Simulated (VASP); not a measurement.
A run of VASP 6.6.1 is set up as follows.

File INCAR:

```
SYSTEM = AgPdO2
PREC     = Accurate       ! precision mode
ENCUT    = 600            ! plane-wave cutoff, eV
EDIFF    = 1E-6           ! SCF threshold, eV
ISMEAR   = -1             ! smearing method
SIGMA    = 0.1            ! smearing width, eV
LREAL    = .False.        ! projectors in reciprocal space
LASPH    = .True.         ! aspherical terms in the spheres
NELM     = 100            ! most SCF steps
ALGO     = Normal         ! electronic algorithm
ISIF     = 3              ! what is computed and relaxed
LWAVE    = .False.        ! write WAVECAR
LCHARG   = .False.        ! write CHGCAR
IBRION   = 2              ! ionic algorithm
NSW      = 80             ! ionic steps
EDIFFG   = -0.02          ! ionic threshold
PSTRESS  = 20.0
```

Contents of KPOINTS:

```
Automatic mesh
0
Gamma
  9 8 5
  0 0 0
```

POSCAR

```
AgPdO2
1.0
    3.0045097400      0.0000000000      0.0000000000
    0.0000000000      3.3471709200      0.0000000000
    0.0000000000      0.0000000000      5.4231404900
Ag Pd O
1 1 2
Direct
    0.5000000000      0.5000000000      0.4999999991
    0.0000000000      0.0000000000      0.0000000000
    0.5000000000      0.0000000000      0.2460425306
    0.5000000000      0.0000000000      0.7539574694
```

Potentials or basis: VASP PAW LDA potentials, release 64 (Ag, Pd, O).

Launch:

```console
$ cat potpaw_LDA.64/Ag/POTCAR potpaw_LDA.64/Pd/POTCAR potpaw_LDA.64/O/POTCAR > POTCAR
$ mpirun -np 1 vasp_std > vasp.out
```

Problem. Predict the relaxed cell.

Solution. a = 2.934 Å, b = 3.252 Å, c = 5.344 Å, α = 90.00°, β = 90.00°, γ = 90.00°.

Problem. What does it give for the relaxed volume?

Solution. 12.75 Å³/atom.

Problem. Predict the space group after relaxing (to 0.1 Å).

Solution. Pmmm (No. 47).

Problem. Predict the band gap on the k mesh.

Solution. Zero (an odd number of electrons rules out a gap without spin polarisation).

The path:
| step | energy change (eV) | largest force (eV/Å) | pressure (GPa) | volume (Å³) |
| --- | --- | --- | --- | --- |
| 1 | 0.0000 | 0.1869 | -8.00 | 54.54 |
| 2 | 0.1267 | 1.0024 | 16.76 | 48.09 |
| 3 | -0.0673 | 0.2890 | 1.54 | 51.45 |
| 4 | -0.0666 | 0.2996 | 1.77 | 51.38 |
| 5 | -0.0688 | 0.0399 | 2.14 | 51.01 |
| 6 | -0.0693 | 0.0101 | 2.13 | 51.05 |
| 7 | -0.0705 | 0.0251 | 1.83 | 51.10 |
| 8 | -0.0718 | 0.0561 | 1.16 | 51.21 |
| 9 | -0.0713 | 0.0393 | 1.48 | 51.15 |
| 10 | -0.0706 | 0.0223 | 1.72 | 51.07 |
| 11 | -0.0698 | 0.0048 | 1.96 | 51.00 |

Caveat: the cell is relaxed towards a set pressure, so the run minimises the enthalpy, not the energy; an odd number of electrons without spin polarisation forces a metal; a magnetic or distorted state may lie lower.
